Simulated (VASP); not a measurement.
# AlGaN2 (P-4m2) in VASP: a series of runs

The runs below take AlGaN2 through single point, with LDA.

Everything below comes from runs of VASP 6.6.1. Logs are shortened: lines on timing, memory, paths and dates and some standing lists are left out, and cuts for length are marked.

### Step 1. The cell of the first run

It takes space group P-4m2 (No. 115, tetragonal). The conventional cell has a = 3.115 Å, b = 3.115 Å, c = 4.121 Å, α = 90.00°, β = 90.00°, γ = 90.00°. Within 2.4 Å of Al (site symmetry -4m2) lie 4 N at 1.84 Å. Ga (site symmetry -4m2) has 4 N at 1.89 Å within 2.5 Å. Within 2.4 Å of N (site symmetry 2mm) lie 2 Al at 1.84 Å and 2 Ga at 1.89 Å.

### Step 2. Single point, LDA (strain along c alone, the other axes held: -6.0 %, then relaxed in part)

Input file INCAR:

```
SYSTEM = AlGaN2
ALGO = Normal
EDIFF = 1E-6
ENCUT = 910
GGA = CA
GGA_COMPAT = .False.
ISIF = 2
ISMEAR = 0
LASPH = .True.
LCHARG = .True.
LELF = .True.
LREAL = .False.
LVHAR = .True.
LWAVE = .False.
NBANDS = 21
NELM = 120
PREC = Accurate
SIGMA = 0.02
```

Input file KPOINTS:

```
k-points
0
Gamma
  8 8 6
  0 0 0
```

Input file POSCAR:

```
AlGaN2
1.0
    3.1152864669      0.0000000000      0.0000000000
    0.0000000000      3.1152864669      0.0000000000
    0.0000000000      0.0000000000      4.1212703887
Al Ga N
1 1 2
Direct
    0.5000000000      0.5000000000      0.5000000000
    0.0000000000      0.0000000000      0.0000000000
    0.5000000000      0.0000000000      0.7387284967
    0.0000000000      0.5000000000      0.2612715033
```

Potentials or basis: VASP PAW LDA potentials, release 64 (Al, Ga_d, N_h).

Started as:

```sh
$ cat potpaw_LDA.64/Al/POTCAR potpaw_LDA.64/Ga_d/POTCAR potpaw_LDA.64/N_h/POTCAR > POTCAR
$ mpirun -np 1 vasp_std > vasp.out
```

OUTCAR:

```text
SYSTEM = AlGaN2
   EDIFF = 1E-6
   ENCUT = 910
   GGA = CA
   ISIF = 2
   ISMEAR = 0
   LASPH = .True.
   LREAL = .False.
   NELM = 120
   PREC = Accurate

 ion  position               nearest neighbor table
   1  0.500  0.500  0.500-   3 1.84   4 1.84   3 1.84   4 1.84   2 3.02   2 3.02   2 3.02   2 3.02
                             2 3.02   2 3.02   2 3.02   2 3.02
   2  0.000  0.000  0.000-   3 1.89   4 1.89   4 1.89   3 1.89   1 3.02   1 3.02   1 3.02   1 3.02
                             1 3.02   1 3.02   1 3.02   1 3.02
   3  0.500  0.000  0.739-   1 1.84   1 1.84   2 1.89   2 1.89
   4  0.000  0.500  0.261-   1 1.84   1 1.84   2 1.89   2 1.89

  LATTYP: Found a simple tetragonal cell.
 ALAT       =     3.1152864669
 C/A-ratio  =     1.3229185927

  Lattice vectors:

 A1 = (   3.1152864669,   0.0000000000,   0.0000000000)
 A2 = (   0.0000000000,   3.1152864669,   0.0000000000)
 A3 = (   0.0000000000,   0.0000000000,   4.1212703887)

Analysis of symmetry for initial positions (statically):
=====================================================================
 Subroutine PRICEL returns:
 Original cell was already a primitive cell.

 Routine SETGRP: Setting up the symmetry group for a
 simple tetragonal supercell.

 Subroutine GETGRP returns: Found  8 space group operations
 (whereof  8 operations were pure point group operations)
 out of a pool of 16 trial point group operations.

The static configuration has the point symmetry D_2d.

Analysis of symmetry for dynamics (positions and initial velocities):
=====================================================================
 Subroutine PRICEL returns:
 Original cell was already a primitive cell.

 Routine SETGRP: Setting up the symmetry group for a
 simple tetragonal supercell.

 Subroutine GETGRP returns: Found  8 space group operations
 (whereof  8 operations were pure point group operations)
 out of a pool of 16 trial point group operations.

The dynamic configuration has the point symmetry D_2d.

 Subroutine INISYM returns: Found  8 space group operations
 (whereof  8 operations are pure point group operations),
 and found     1 'primitive' translations

----------------------------------------------------------------------------------------

                                     Primitive cell

  volume of cell :      39.9970

[... 84 lines left out ...]
   ISTART =      0    job   : 0-new  1-cont  2-samecut
   ICHARG =      2    charge: 1-file 2-atom 10-const
   ISPIN  =      1    spin polarized calculation?
   LNONCOLLINEAR =      F non collinear calculations
   LSORBIT =      F    spin-orbit coupling
   LASPH  =      T    aspherical Exc in radial PAW
   ENCUT  =  910.0 eV  66.88 Ry    8.18 a.u.   7.66  7.66 10.14*2*pi/ulx,y,z
   NELM   =    120;   NELMIN=  2; NELMDL= -5     # of ELM steps
   EDIFF  = 0.1E-05   stopping-criterion for ELM
   LREAL  =      F    real-space projection
   EDIFFG = 0.1E-04   stopping-criterion for IOM
   NSW    =      0    number of steps for IOM
   IBRION =     -1    ionic relax: 0-MD 1-quasi-New 2-CG
   NFREE  =      0    steps in history (QN), initial steepest desc. (CG)
   ISIF   =      2    stress and relaxation
   ISYM   =      2    0-nonsym 1-usesym 2-fastsym
   POTIM  = 0.5000    time-step for ionic-motion
   TEBEG  =    0.0;   TEEND  =   0.0 temperature during run
   PSTRESS=    0.0 pullay stress
   NELECT =      26.0000    total number of electrons
   NUPDOWN=      -1.0000    fix difference up-down
   EMIN   =  10.00;   EMAX   =-10.00  energy-range for DOS
   EFERMI =   0.00;   METHOD = LEGACY
   ISMEAR =     0;   SIGMA  =   0.02  broadening in eV -4-tet -1-fermi 0-gaus
   EFERMI_NEDOS =   21; number of points for ismear=-14 and -15
   IALGO  =     38    algorithm
   IMIX   =      4    mixing-type and parameters
     AMIX     =   0.40;   BMIX     =  1.00
     AMIX_MAG =   1.60;   BMIX_MAG =  1.00
  volume/ion in A,a.u.               =      10.00        67.48
  Fermi-wavevector in a.u.,A,eV,Ry     =   1.418155  2.679924 27.363528  2.011163
  Thomas-Fermi vector in A             =   2.539310
   LORBIT       =      0    0 simple, 1 ext, 2 COOP (PROOUT), +10 PAW based schemes
   GGA     = CA    functional components
   LHFCALC =     F    Hartree Fock is set to
   AEXX    =    0.0000 exact exchange contribution
   IVDW    =     0    specifies the selected vdW correction
   LEPSILON=     F    determine dielectric tensor
   LRPA    =     F    only Hartree local field effects (RPA)
 non-spin polarized calculation
 Gauss-broadening in eV      SIGMA  =   0.02
  energy-cutoff  :      910.00
  volume of cell :       40.00
 maximum number of plane-waves:      2516
 NGX is ok and might be reduce to    32
   NGX = 15   NGY = 15   NGZ = 21

 number of electron      26.0000002 magnetization

 Free energy of the ion-electron system (eV)
  ---------------------------------------------------
  ext. energy  EPLUGINS =         0.00000000
  ---------------------------------------------------
  free energy    TOTEN  =       -30.16351800 eV

  energy without entropy =      -30.16351800  energy(sigma->0) =      -30.16351800

 E-fermi :   6.7214     XC(G=0): -12.1745

 val. band max:        6.6155329104   @ k =   0.0000   0.0000   0.0000
 cond. band min:      10.0557680492   @ k =   0.0000   0.0000   0.0000
 fundamental gap:      3.4402351389
 Fermi energy:         6.7213749003

 k-point     1 :       0.0000    0.0000    0.0000
  band No.  band energies     occupation
      1      -9.3404      2.00000
      2      -7.6025      2.00000
      3      -6.4447      2.00000
      4      -6.4447      2.00000
      5      -6.3927      2.00000
      6      -6.1619      2.00000
[... 565 lines left out ...]
     20      19.2695      0.00000
     21      19.4391      0.00000

 [... further k-points ...]
[... 5 lines left out ...]
  --------------------------------------------------------------------------------------
  -------------------------------------------------------------------------------------
  Total        3.2206222      3.2206222      4.6890052      0.0000000      0.0000000      0.0000000
  in kB      129.0099715    129.0099715    187.8296774      0.0000000      0.0000000      0.0000000
  external PRESSURE =     148.6165401 kB  Pullay stress =       0.0000000 kB

 VOLUME and BASIS-vectors are now :
 -----------------------------------------------------------------------------
  energy-cutoff  :      910.00
  volume of cell :       40.00
      direct lattice vectors                 reciprocal lattice vectors
     3.115286467  0.000000000  0.000000000     0.320997767  0.000000000  0.000000000
     0.000000000  3.115286467  0.000000000     0.000000000  0.320997767  0.000000000
     0.000000000  0.000000000  4.121270389     0.000000000  0.000000000  0.242643628

 POSITION                                       TOTAL-FORCE (eV/Angst)
 -----------------------------------------------------------------------------------
      1.55764      1.55764      2.06064         0.000000     -0.000000      0.000000
      0.00000      0.00000      0.00000        -0.000000      0.000000      0.000000
      1.55764      0.00000      3.04450         0.000000      0.000000     -0.026158
      0.00000      1.55764      1.07677         0.000000     -0.000000      0.026158
 -----------------------------------------------------------------------------------
    total drift:                                0.000000      0.000000      0.000000

  FREE ENERGIE OF THE ION-ELECTRON SYSTEM (eV)
  ---------------------------------------------------
  free  energy   TOTEN  =       -30.1635180045 eV

  energy  without entropy=      -30.1635180045  energy(sigma->0) =      -30.16351800
```

It took 42 s on 1 thread of AMD EPYC 9R45 (Zen 5), shared host; peak memory 0.22 GiB.

Results:

```yaml
Free_energy: -30.1635 eV
Pressure: 14.9 GPa
Largest_force: 0.026 eV/Å
Band_gap_on_the_k_mesh: 3.44 eV, direct
```

Forces in eV/Å, atoms in the order of the input:
```
Al   0.000  0.000  0.000
Ga   0.000  0.000  0.000
N    0.000  0.000 -0.026
N    0.000  0.000  0.026
```

Stress tensor (GPa, compression positive):
```
12.90  0.00  0.00
 0.00 12.90  0.00
 0.00  0.00 18.78
```

Levels at points of the mesh, in eV from the valence-band top:
```
           k point  band 9  band 10  band 11  band 12  band 13  band 14  band 15  band 16  band 17  band 18
(0.00, 0.00, 0.00)   -2.83    -2.83    -0.06     0.00     0.00     3.44     3.59     7.30    11.91    11.91
(0.50, 0.00, 0.00)   -4.47    -2.90    -2.71    -1.24    -1.00     7.25     7.75     7.86     8.68    11.50
(0.50, 0.50, 0.00)   -5.35    -2.24    -2.24    -2.23    -2.20     3.49     3.49     7.21     9.31    12.93
(0.00, 0.00, 0.50)   -2.25    -1.88    -1.88    -1.21    -1.21     5.75     6.04     8.37     9.26    12.25
(0.50, 0.00, 0.50)   -6.62    -1.21    -0.79    -0.70    -0.28     5.81     7.05     9.62     9.96    10.07
(0.50, 0.50, 0.50)   -4.59    -4.40    -3.56    -3.56    -3.50     6.82     6.82     9.82    10.98    12.10
```

Caveat: the cell differs from its parent crystal (strain along c alone, the other axes held: -6.0 %, then relaxed in part); the cutoff is under 1.25 times the usual one of these potentials, so pressure, stress and relaxed cells hold a basis-set (Pulay) error. A k mesh can miss the band edges.

### Step 3. Single point, LDA

This run uses another cell than the first one, of 10.17 Å³/atom, 1.018 times its volume.

Input file INCAR:

```
SYSTEM = AlGaN2
PREC = Accurate
ENCUT = 910
EDIFF = 1E-6
ISMEAR = 0
SIGMA = 0.02
LREAL = .FALSE.
LASPH = .TRUE.
NELM = 120
ALGO = Normal
ISIF = 2
LWAVE = .FALSE.
LCHARG = .FALSE.
GGA = CA
NBANDS = 21
GGA_COMPAT = .FALSE.
```

Input file KPOINTS:

```
Automatic mesh
0
G
  8 8 6
  0 0 0
```

Input file POSCAR:

```
AlGaN2
1.0
    3.0700837219      0.0000000000      0.0000000000
    0.0000000000      3.0700837219      0.0000000000
    0.0000000000      0.0000000000      4.3178717064
Al Ga N
1 1 2
Direct
    0.5000000000      0.5000000000      0.5000000000
    0.0000000000      0.0000000000      0.0000000000
    0.5000000000      0.0000000000      0.7399319764
    0.0000000000      0.5000000000      0.2600680236
```

Potentials or basis: VASP PAW LDA potentials, release 64 (Al, Ga_d, N_h).

Started as:

```sh
$ cat potpaw_LDA.64/Al/POTCAR potpaw_LDA.64/Ga_d/POTCAR potpaw_LDA.64/N_h/POTCAR > POTCAR
$ mpirun -np 1 vasp_std > vasp.out
```

OUTCAR:

```text
SYSTEM = AlGaN2
   PREC = Accurate
   ENCUT = 910
   EDIFF = 1E-6
   ISMEAR = 0
   LREAL = .FALSE.
   LASPH = .TRUE.
   NELM = 120
   ISIF = 2
   GGA = CA

 ion  position               nearest neighbor table
   1  0.500  0.500  0.500-   3 1.85   4 1.85   3 1.85   4 1.85   2 3.06   2 3.06   2 3.06   2 3.06
                             2 3.06   2 3.06   2 3.06   2 3.06
   2  0.000  0.000  0.000-   3 1.90   4 1.90   4 1.90   3 1.90   1 3.06   1 3.06   1 3.06   1 3.06
                             1 3.06   1 3.06   1 3.06   1 3.06
   3  0.500  0.000  0.740-   1 1.85   1 1.85   2 1.90   2 1.90
   4  0.000  0.500  0.260-   1 1.85   1 1.85   2 1.90   2 1.90

  LATTYP: Found a simple tetragonal cell.
 ALAT       =     3.0700837219
 C/A-ratio  =     1.4064345137

  Lattice vectors:

 A1 = (   3.0700837219,   0.0000000000,   0.0000000000)
 A2 = (   0.0000000000,   3.0700837219,   0.0000000000)
 A3 = (   0.0000000000,   0.0000000000,   4.3178717064)

Analysis of symmetry for initial positions (statically):
=====================================================================
 Subroutine PRICEL returns:
 Original cell was already a primitive cell.

 Routine SETGRP: Setting up the symmetry group for a
 simple tetragonal supercell.

 Subroutine GETGRP returns: Found  8 space group operations
 (whereof  8 operations were pure point group operations)
 out of a pool of 16 trial point group operations.

The static configuration has the point symmetry D_2d.

Analysis of symmetry for dynamics (positions and initial velocities):
=====================================================================
 Subroutine PRICEL returns:
 Original cell was already a primitive cell.

 Routine SETGRP: Setting up the symmetry group for a
 simple tetragonal supercell.

 Subroutine GETGRP returns: Found  8 space group operations
 (whereof  8 operations were pure point group operations)
 out of a pool of 16 trial point group operations.

The dynamic configuration has the point symmetry D_2d.

 Subroutine INISYM returns: Found  8 space group operations
[... 116 lines left out ...]
   ISMEAR =     0;   SIGMA  =   0.02  broadening in eV -4-tet -1-fermi 0-gaus
   EFERMI_NEDOS =   21; number of points for ismear=-14 and -15
   IALGO  =     38    algorithm
   IMIX   =      4    mixing-type and parameters
     AMIX     =   0.40;   BMIX     =  1.00
     AMIX_MAG =   1.60;   BMIX_MAG =  1.00
  volume/ion in A,a.u.               =      10.17        68.66
  Fermi-wavevector in a.u.,A,eV,Ry     =   1.409968  2.664453 27.048511  1.988009
  Thomas-Fermi vector in A             =   2.531970
   LORBIT       =      0    0 simple, 1 ext, 2 COOP (PROOUT), +10 PAW based schemes
   GGA     = CA    functional components
   LHFCALC =     F    Hartree Fock is set to
   AEXX    =    0.0000 exact exchange contribution
   IVDW    =     0    specifies the selected vdW correction
   LEPSILON=     F    determine dielectric tensor
   LRPA    =     F    only Hartree local field effects (RPA)
 non-spin polarized calculation
 Gauss-broadening in eV      SIGMA  =   0.02
  energy-cutoff  :      910.00
  volume of cell :       40.70
 maximum number of plane-waves:      2566
   NGX = 15   NGY = 15   NGZ = 21

 number of electron      26.0000007 magnetization

 Free energy of the ion-electron system (eV)
  ---------------------------------------------------
  ext. energy  EPLUGINS =         0.00000000
  ---------------------------------------------------
  free energy    TOTEN  =       -30.25321479 eV

  energy without entropy =      -30.25321479  energy(sigma->0) =      -30.25321479

 E-fermi :   6.6308     XC(G=0): -12.0834

 val. band max:        6.4854873122   @ k =   0.0000   0.0000   0.0000
 cond. band min:       9.7466665222   @ k =   0.5000   0.5000   0.0000
 fundamental gap:      3.2611792099
 Fermi energy:         6.6308017373

 k-point     1 :       0.0000    0.0000    0.0000
  band No.  band energies     occupation
      1      -9.4103      2.00000
      2      -7.7734      2.00000
      3      -6.6137      2.00000
      4      -6.6137      2.00000
      5      -6.5660      2.00000
      6      -6.3564      2.00000
[... 565 lines left out ...]
     20      19.0303      0.00000
     21      19.0432      0.00000

 [... further k-points ...]
[... 5 lines left out ...]
  --------------------------------------------------------------------------------------
  -------------------------------------------------------------------------------------
  Total        2.7725642      2.7725642      2.7611149      0.0000000      0.0000000     -0.0000000
  in kB      109.1495688    109.1495688    108.6988346      0.0000000      0.0000000     -0.0000000
  external PRESSURE =     108.9993241 kB  Pullay stress =       0.0000000 kB

 VOLUME and BASIS-vectors are now :
 -----------------------------------------------------------------------------
  energy-cutoff  :      910.00
  volume of cell :       40.70
      direct lattice vectors                 reciprocal lattice vectors
     3.070083722  0.000000000  0.000000000     0.325724016  0.000000000  0.000000000
     0.000000000  3.070083722  0.000000000     0.000000000  0.325724016  0.000000000
     0.000000000  0.000000000  4.317871706     0.000000000  0.000000000  0.231595579

 POSITION                                       TOTAL-FORCE (eV/Angst)
 -----------------------------------------------------------------------------------
      1.53504      1.53504      2.15894         0.000000     -0.000000      0.000000
      0.00000      0.00000      0.00000         0.000000      0.000000      0.000000
      1.53504      0.00000      3.19493         0.000000      0.000000     -0.035173
      0.00000      1.53504      1.12294        -0.000000      0.000000      0.035173
 -----------------------------------------------------------------------------------
    total drift:                                0.000000     -0.000000      0.000000

  FREE ENERGIE OF THE ION-ELECTRON SYSTEM (eV)
  ---------------------------------------------------
  free  energy   TOTEN  =       -30.2532147873 eV

  energy  without entropy=      -30.2532147873  energy(sigma->0) =      -30.25321479
```

OSZICAR:

```text
N       E                     dE             d eps       ncg     rms          rms(c)
DAV:   1     0.237683558079E+03    0.23768E+03   -0.17646E+04  2828   0.265E+03
DAV:   2     0.384582595857E+01   -0.23384E+03   -0.21811E+03  2697   0.560E+02
DAV:   3    -0.332104958500E+02   -0.37056E+02   -0.36239E+02  2961   0.143E+02
DAV:   4    -0.351306503347E+02   -0.19202E+01   -0.19104E+01  3135   0.334E+01
DAV:   5    -0.351746179210E+02   -0.43968E-01   -0.43955E-01  2962   0.457E+00    0.120E+01
DAV:   6    -0.303214197007E+02    0.48532E+01   -0.14025E+01  4084   0.555E+01    0.330E+00
DAV:   7    -0.303151409877E+02    0.62787E-02   -0.12145E+00  2605   0.783E+00    0.211E+00
DAV:   8    -0.302606655536E+02    0.54475E-01   -0.14676E-01  3617   0.391E+00    0.535E-01
DAV:   9    -0.302530774197E+02    0.75881E-02   -0.27075E-02  3566   0.258E+00    0.126E-01
DAV:  10    -0.302533083618E+02   -0.23094E-03   -0.50751E-03  2972   0.539E-01    0.942E-02
DAV:  11    -0.302532148414E+02    0.93520E-04   -0.46891E-04  3160   0.197E-01    0.233E-02
DAV:  12    -0.302532147119E+02    0.12949E-06   -0.25839E-05  3130   0.454E-02    0.293E-03
DAV:  13    -0.302532147873E+02   -0.75452E-07   -0.20757E-06  2340   0.148E-02
   1 F= -.30253215E+02 E0= -.30253215E+02  d E =-.695732E-27
```

Wall time 66 s (1 thread of Intel Xeon Platinum 8488C (Sapphire Rapids), shared host); peak memory 0.24 GiB.

What came out:

* Free energy: -30.2532 eV
* Pressure: 10.9 GPa
* Largest force: 0.035 eV/Å
* Band gap on the k mesh: 3.26 eV, indirect (least direct gap 3.40 eV)

Forces in eV/Å, atoms in the order of the input:
```
Al   0.000  0.000  0.000
Ga   0.000  0.000  0.000
N    0.000  0.000 -0.035
N    0.000  0.000  0.035
```

Caveat: the cutoff is under 1.25 times the usual one of these potentials, so pressure, stress and relaxed cells hold a basis-set (Pulay) error. A k mesh can miss the band edges.

[end of part 1 of 2]
